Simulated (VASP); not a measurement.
Set up this calculation in VASP 6.6.1, as the native input.

- Task: single point
- Functional: RPBE
- Potentials or basis: VASP PAW PBE potentials, release 64 (W_sv)
- Cutoff: 520 eV
- k mesh: 8 × 8 × 11
- Occupations: fermi-dirac, width 0.1 eV
- Spin: no spin polarisation
- Dipole correction: no
- Further INCAR settings: ALGO = Normal; EDIFF = 1e-07; NBANDS = 28

The structure of W lies in POSCAR:

```
W
1.0
    4.7071833887      0.0000000000      0.0000000000
   -2.3535916944      4.0765403949      0.0000000000
    0.0000000000      0.0000000000      2.6212812935
W
3
Direct
    0.0000000000      0.0000000000      0.0000000000
    0.3333333333      0.6666666667      0.5000000000
    0.6666666667      0.3333333333      0.5000000000
```

These files were run (other wordings do the same):

INCAR

```
SYSTEM = W
ALGO = Normal
EDIFF = 1E-7
ENCUT = 520
GGA = RP
ISIF = 2
ISMEAR = -1
LASPH = .True.
LCHARG = .False.
LREAL = .False.
LWAVE = .False.
NBANDS = 28
NELM = 60
PREC = Accurate
SIGMA = 0.1
```

KPOINTS

```
k-points
0
Gamma
  8 8 11
  0 0 0
```

Potentials or basis: VASP PAW PBE potentials, release 64 (W_sv).

Command:

```bash
$ cat potpaw_PBE.64/W_sv/POTCAR > POTCAR
$ mpirun -np 1 vasp_std > vasp.out
```

Results of the run:

```yaml
Pressure: 0.5 GPa
Band_gap_on_the_k_mesh: zero (band 21 reaches 10.90 eV, above the bottom of band 22 at 10.26 eV)
```

Caveat: the PAW data sets were made with another functional, which shifts forces and pressure a little; spin-orbit coupling is left out, which moves the levels of the heavy elements.

Wall time 3.7 min on 1 thread of AMD EPYC 7R13, on a shared host, peak memory 0.18 GiB.
